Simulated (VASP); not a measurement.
Set up this calculation in VASP 6.6.1, as the native input.

```yaml
Task: single point
Functional: PBE
Potentials_or_basis: VASP PAW PBE potentials, release 64 (S)
Cutoff: 520 eV
k_mesh: 13 × 13 × 13
Occupations: fermi-dirac, width 0.08 eV
Spin: no spin polarisation
Dipole_correction: no
Further_INCAR_settings: ALGO = Normal; EDIFF = 1e-07; NBANDS = 13
```

The structure of S lies in POSCAR:

```
S
1.0
    0.0000000000      2.3716894147      2.3716894147
    2.3716894147      0.0000000000      2.3716894147
    2.3716894147      2.3716894147      0.0000000000
S
2
Direct
   -0.1250000000     -0.1250000000     -0.1250000000
    0.1250000000      0.1250000000      0.1250000000
```

This cell differs from its parent crystal: volume scaled by 0.55.

One way to write it, as run:

INCAR

```
SYSTEM = S
PREC = Accurate
ENCUT = 520
EDIFF = 1E-7
ISMEAR = -1
SIGMA = 0.08
LREAL = .FALSE.
LASPH = .TRUE.
NELM = 80
ALGO = Normal
ISIF = 2
LWAVE = .FALSE.
LCHARG = .TRUE.
GGA = PE
LELF = .TRUE.
LVHAR = .TRUE.
NBANDS = 13
```

KPOINTS

```
Automatic mesh
0
G
  13 13 13
  0 0 0
```

Potentials or basis: VASP PAW PBE potentials, release 64 (S).

Launch:

```sh
$ cat potpaw_PBE.64/S/POTCAR > POTCAR
$ mpirun -np 1 vasp_std > vasp.out
```

Results of the run:

- Pressure: 64.5 GPa
- Band gap on the k mesh: zero (band 6 reaches 12.88 eV, above the bottom of band 7 at 8.94 eV)

It took 28 s on 1 thread of Intel(R) Xeon(R) Platinum 8259CL CPU @ 2.50GHz (Skylake/Cascade Lake) (shared host), peak memory 0.15 GiB.
